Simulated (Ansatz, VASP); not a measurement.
## One calculation of Ba, two programs

```xyz
4
Lattice="4.5717 0.0000 0.0000 0.0000 4.5717 0.0000 0.0000 0.0000 24.6980" Properties=species:S:1:pos:R:3 pbc="T T T"
Ba    2.2858    2.2858    7.5000
Ba    0.0000    0.0000   10.7327
Ba    2.2858    2.2858   13.9653
Ba    0.0000    0.0000   17.1980
```

Alike in both runs: task single point; functional PBE; k mesh 6 × 6 × 1; occupations fermi-dirac, width 0.05 eV; no spin polarisation.

```csv
,VASP,Ansatz
version,VASP 6.6.1,Ansatz 0.2.0
potentials or method,"VASP PAW PBE potentials, release 64 (Ba_sv), cutoff 400 eV","all-electron LAPW, scalar-relativistic"
```

VASP gave:

- gap on the k mesh at the Fermi level (eV): none
- rms of the force components (eV/Å): 0.034

Question: Estimate Ansatz's values.

Answer: gap on the k mesh at the Fermi level (eV): none; rms of the force components (eV/Å): 0.036.

Atom by atom the forces differ by 0.002 eV/Å (rms over components). A gap of «none» marks a metal or a gap that the smearing closes. Ansatz ran all-electron here, and VASP with PAW potentials.

Neither program's run includes spin-orbit coupling.
